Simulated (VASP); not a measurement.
## PbS: single point with LDA

Crystal: PbS.

```
Pb S
1.0
     2.06375   -5.86928    0.00000
     2.06375    5.86928    0.00000
     0.00000    0.00000    4.26044
Pb S
2 2
Cartesian
  2.0637 -4.3700 3.1953
  2.0637 4.3700 1.0651
  2.0637 -1.6866 3.1953
  2.0637 1.6866 1.0651
```

```
Program             : VASP 6.6.1
Task                : single point
Functional          : LDA
Potentials or basis : VASP PAW LDA potentials, release 64 (Pb_d, S)
Cutoff              : 520 eV
k mesh              : 4 × 4 × 4
Occupations         : gaussian, width 0.01 eV
Spin                : no spin polarisation
```

```json
{
 "Pressure": "-2.8 GPa",
 "Largest force": "0.091 eV/Å",
 "Band gap on the k mesh": "1.12 eV, indirect (least direct gap 1.52 eV)"
}
```

Forces on the atoms (eV/Å):
```
Pb   0.000  0.091  0.000
Pb   0.000 -0.091  0.000
S    0.000 -0.050  0.000
S    0.000  0.050  0.000
```

Stress tensor (GPa, compression positive):
```
-2.81  0.00  0.00
 0.00 -2.43  0.00
 0.00  0.00 -3.08
```

Levels at points of the mesh, in eV from the valence-band top:
```
           k point  band 18  band 19  band 20  band 21  band 22  band 23
(0.00, 0.00, 0.00)    -1.66    -1.42    -0.44     4.66     4.67     4.87
(0.50, 0.00, 0.00)    -1.10    -0.32    -0.29     1.77     1.80     2.08
(0.50, 0.50, 0.00)    -1.74    -1.23    -0.40     1.12     4.39     4.78
(0.00, 0.00, 0.50)    -1.04     0.00     0.00     1.77     1.77     2.73
(0.50, 0.00, 0.50)    -3.21    -1.35    -1.35     3.36     3.36     5.33
(0.50, 0.50, 0.50)    -1.08    -0.47    -0.47     1.73     1.73     3.23
```

Run time: 48 s on 1 thread of Intel(R) Xeon(R) Platinum 8488C (Sapphire Rapids) (shared host), peak memory 0.23 GiB.

Caveat: spin-orbit coupling is left out, which moves the levels of the heavy elements. A k mesh can miss the band edges.
